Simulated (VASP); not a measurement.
BaZnSbF: single point with r2SCAN

Crystal: BaZnSbF.

```
Ba Zn Sb F
1.0
     4.45391    0.00000    0.00000
     0.00000    4.45391    0.00000
     0.00000    0.00000    9.75205
Ba Zn Sb F
2 2 2 2
Direct
  0.00000 0.50000 0.35071
  0.50000 0.00000 0.64929
  0.50000 0.50000 0.00000
  0.00000 0.00000 0.00000
  0.50000 0.00000 0.16501
  0.00000 0.50000 0.83499
  0.50000 0.50000 0.50000
  0.00000 0.00000 0.50000
```

| Property | Result |
| --- | --- |
| Program | VASP 6.6.1 |
| Task | single point |
| Functional | r2SCAN |
| Potentials or basis | VASP PAW PBE potentials, release 64 (Ba_sv, Zn, Sb, F) |
| Cutoff | 660 eV |
| k mesh | 6 × 6 × 4 |
| Occupations | fermi-dirac, width 0.02 eV |
| Spin | no spin polarisation |

- Pressure: 0.6 GPa
- Largest force: 0.098 eV/Å
- Band gap on the k mesh: zero (bands 34 and 35 overlap by 0.01 eV)

Forces in eV/Å, atoms in the order of the input:
```
Ba   0.000  0.000 -0.098
Ba   0.000  0.000  0.098
Zn   0.000  0.000  0.000
Zn   0.000  0.000  0.000
Sb   0.000  0.000 -0.005
Sb   0.000  0.000  0.005
F    0.000  0.000  0.000
F    0.000  0.000  0.000
```

Levels at points of the mesh, in eV from the Fermi level:
```tsv
k point	band 32	band 33	band 34	band 35	band 36	band 37
(0.00, 0.00, 0.00)	-0.78	-0.27	0.00	0.00	1.53	2.32
(0.50, 0.00, 0.00)	-1.39	-0.88	-0.88	1.79	1.79	2.66
(0.50, 0.50, 0.00)	-2.67	-2.54	-2.54	2.05	2.05	2.24
(0.00, 0.00, 0.50)	-1.08	-0.22	-0.01	-0.01	1.70	1.84
(0.50, 0.00, 0.50)	-1.30	-0.87	-0.87	1.84	1.84	2.75
(0.50, 0.50, 0.50)	-2.67	-2.54	-2.54	2.28	2.28	2.50
```

Wall time 23 min on 1 thread of Oxide Virtual Turin-like Processor, on a shared host, peak memory 0.6 GiB.

Caveat: semilocal functionals underestimate gaps, and a narrow one can read as zero; the PAW data sets were made with another functional, which shifts forces and pressure a little; spin-orbit coupling is left out, which moves the levels of the heavy elements.
